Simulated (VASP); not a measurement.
Set up this calculation in VASP 6.6.1, as the native input.

```yaml
Task: single point
Functional: PBE
Potentials_or_basis: VASP PAW PBE potentials, release 64 (Co, Si)
Cutoff: 520 eV
k_mesh: 12 × 12 × 12
Occupations: gaussian, width 0.15 eV
Spin: no spin polarisation
Dipole_correction: no
Further_INCAR_settings: ALGO = Normal; EDIFF = 1e-07; NBANDS = 16
```

The structure of CoSi2 lies in POSCAR:

```
CoSi2
1.0
    0.0000000000      2.6801763726      2.6801763726
    2.6801763726      0.0000000000      2.6801763726
    2.6801763726      2.6801763726      0.0000000000
Co Si
1 2
Direct
   -0.0051919909      0.0051919909     -0.0051919909
    0.2707449034      0.2292550966      0.2401499020
    0.7401499020      0.7598500980      0.7707449034
```

This cell differs from its parent crystal: atoms displaced along several vibrational modes.

One way to write it, as run:

INCAR

```
PREC = Accurate ; ENCUT = 520
EDIFF = 1E-7 ; ISMEAR = 0
SIGMA = 0.15 ; LREAL = F
LASPH = T ; NELM = 80
ALGO = Normal ; ISIF = 2
LWAVE = F ; LCHARG = F
GGA = PE ; NBANDS = 16
```

KPOINTS

```
Automatic mesh
0
Gamma
  12 12 12
```

Potentials or basis: VASP PAW PBE potentials, release 64 (Co, Si).

Command:

```bash
$ cat potpaw_PBE.64/Co/POTCAR potpaw_PBE.64/Si/POTCAR > POTCAR
$ mpirun -np 1 vasp_std > vasp.out
```

Results of the run:

| Item | Value |
| --- | --- |
| Pressure | 1.1 GPa |
| Largest force | 1.003 eV/Å |
| Band gap on the k mesh | zero (an odd number of electrons rules out a gap without spin polarisation) |

Caveat: the cell differs from its parent crystal (atoms displaced along several vibrational modes); an odd number of electrons without spin polarisation forces a metal; a magnetic or distorted state may lie lower.

Run time: 3.5 min on 1 thread of AMD EPYC 7R13 Processor (Zen 3) (shared host), peak memory 0.36 GiB.
